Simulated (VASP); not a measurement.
Input of a VASP 6.6.1 run:

Contents of INCAR:

```
PREC = Accurate
ENCUT = 520
EDIFF = 1E-7
ISMEAR = 0
SIGMA = 0.15
LREAL = F
LASPH = T
NELM = 60
ALGO = Normal
ISIF = 2
LWAVE = F
LCHARG = F
GGA = PE
NBANDS = 29
```

KPOINTS

```
Automatic mesh
0
Gamma
  14 14 14
```

The input POSCAR:

```
TiSi2
1.0
    0.0000000000      3.8043666362      4.6219654156
    2.2115593966      0.0000000000      4.6219654156
    2.2115593966      3.8043666362      0.0000000000
Ti Si
2 4
Direct
    0.7500000000      0.7500000000      0.7500000000
    0.5000000000      0.5000000000      0.5000000000
    0.0868244591      0.4131755409      0.0868244591
    0.4131755409      0.0868244591      0.4131755409
    0.1631755409      0.8368244591      0.1631755409
    0.8368244591      0.1631755409      0.8368244591
```

Potentials or basis: VASP PAW PBE potentials, release 64 (Ti_sv, Si).

Launch:

```bash
$ cat potpaw_PBE.64/Ti_sv/POTCAR potpaw_PBE.64/Si/POTCAR > POTCAR
$ mpirun -np 1 vasp_std > vasp.out
```

Question: Estimate the band gap on the k mesh.

Answer: Zero (bands 20 and 21 overlap by 1.51 eV).

Question: Estimate the largest force.

Answer: 0.193 eV/Å.

Question: What does it give for the pressure?

Answer: 17.7 GPa.

Stress tensor (GPa, compression positive):
```
 32.02   0.00   0.00
  0.00  34.81   0.00
  0.00   0.00 -13.66
```

Caveat: the cell differs from its parent crystal (strain -0.080 along x and y, +0.080 along z); the stress differs along the axes, from -14 to 35 GPa.
